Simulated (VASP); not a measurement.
Write the native input for VASP 6.6.1 that does the following.

* Task: relaxation of cell and atoms
* Functional: PBE
* Dispersion: D3(BJ)
* Potentials or basis: VASP PAW PBE potentials, release 64 (Zr_sv)
* Cutoff: 600 eV
* k mesh: 18 × 18 × 8
* Occupations: gaussian, width 0.1 eV
* Spin: no spin polarisation
* Dipole correction: no
* Further INCAR settings: ALGO = Fast; EDIFF = 1e-07; IBRION = 2; EDIFFG = -0.005; NSW = 70; ISIF = 3

The structure of Zr lies in POSCAR:

```
Zr
1.0
    3.2336261668      0.0000000000      0.0000000000
   -1.6168130834      2.8004024068      0.0000000000
    0.0000000000      0.0000000000      5.1674939366
Zr
2
Direct
    0.3333333333      0.6666666667      0.2500000000
    0.6666666667      0.3333333333      0.7500000000
```

One way to write it, as run:

INCAR

```
SYSTEM = Zr
  PREC = Accurate
  ENCUT = 600
  EDIFF = 1E-7
  ISMEAR = 0
  SIGMA = 0.1
  LREAL = .FALSE.
  LASPH = .TRUE.
  NELM = 60
  ALGO = Fast
  ISIF = 3
  LWAVE = .FALSE.
  LCHARG = .FALSE.
  GGA = PE
  IVDW = 12
  IBRION = 2
  NSW = 70
  EDIFFG = -0.005
```

KPOINTS

```
regular mesh
0
G
  18 18 8
  0 0 0
```

Potentials or basis: VASP PAW PBE potentials, release 64 (Zr_sv).

Launch:

```sh
$ cat potpaw_PBE.64/Zr_sv/POTCAR > POTCAR
$ mpirun -np 1 vasp_std > vasp.out
```

It gave:

| Property | Result |
| --- | --- |
| Relaxed volume | 22.46 Å³/atom |
| Relaxed cell | a = 3.186 Å, b = 3.186 Å, c = 5.110 Å, α = 90.00°, β = 90.00°, γ = 120.00° |
| Space group after relaxing (to 0.1 Å) | P6_3/mmc (No. 194) |
| Energy gained by relaxing | 11.3 meV/atom |
| Ionic steps | 8 |
| Pressure after relaxing | 0.0 GPa |
| Band gap on the k mesh | zero (bands 12 and 13 overlap by 1.21 eV) |
| Dispersion energy per atom | -0.548 eV |

It took 69 min on 1 thread of Intel Xeon 8259CL (shared host), peak memory 0.32 GiB.
